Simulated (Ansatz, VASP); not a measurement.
In2O3 in VASP and in Ansatz

```
In O
1.0
    -5.03102    5.03102    5.03102
     5.03102   -5.03102    5.03102
     5.03102    5.03102   -5.03102
In O
16 24
Direct
  0.50000 0.50000 0.50000
  0.50000 0.00000 0.00000
  0.00000 0.50000 0.00000
  0.00000 0.00000 0.50000
  0.25000 0.71639 0.46639
  0.75000 0.78361 0.03361
  0.46639 0.25000 0.71639
  0.03361 0.75000 0.78361
  0.71639 0.46639 0.25000
  0.78361 0.03361 0.75000
  0.75000 0.28361 0.53361
  0.25000 0.21639 0.96639
  0.53361 0.75000 0.28361
  0.96639 0.25000 0.21639
  0.28361 0.53361 0.75000
  0.21639 0.96639 0.25000
  0.53618 0.77205 0.54450
  0.72754 0.99168 0.95550
  0.96382 0.50832 0.23586
  0.77246 0.72795 0.26414
  0.54450 0.53618 0.77205
  0.95550 0.72754 0.99168
  0.23586 0.96382 0.50832
  0.26414 0.77246 0.72795
  0.77205 0.54450 0.53618
  0.99168 0.95550 0.72754
  0.50832 0.23586 0.96382
  0.72795 0.26414 0.77246
  0.46382 0.22795 0.45550
  0.27246 0.00832 0.04450
  0.03618 0.49168 0.76414
  0.22754 0.27205 0.73586
  0.45550 0.46382 0.22795
  0.04450 0.27246 0.00832
  0.76414 0.03618 0.49168
  0.73586 0.22754 0.27205
  0.22795 0.45550 0.46382
  0.00832 0.04450 0.27246
  0.49168 0.76414 0.03618
  0.27205 0.73586 0.22754
```

Alike in both runs: functional LDA; k mesh 3 × 3 × 3; no spin polarisation.

Ansatz relaxed the structure, and its values are those at the end. VASP's run is a single point on that final structure, the one shown.

|  | VASP | Ansatz |
| --- | --- | --- |
| version | VASP 6.6.1 | Ansatz 0.2.0 |
| potentials or method | VASP PAW LDA potentials, release 64 (In_d, O) | scalar-relativistic, plane waves, PAW |
| plane-wave cutoff (eV) | 520 | 420 |
| occupations | gaussian, width 0.01 eV | fixed |
| valence electrons in the cell | 352 | 352 |

|  | VASP | Ansatz | Ansatz less VASP |
| --- | --- | --- | --- |
| pressure (GPa) | 0.7 | 0.0 | -0.73 |
| rms of the force components (eV/Å) | 0.006 | 0.000 | -0.0051 |

LDA's correlation is that of Perdew and Zunger in VASP and of Perdew and Wang (1992) in Ansatz.
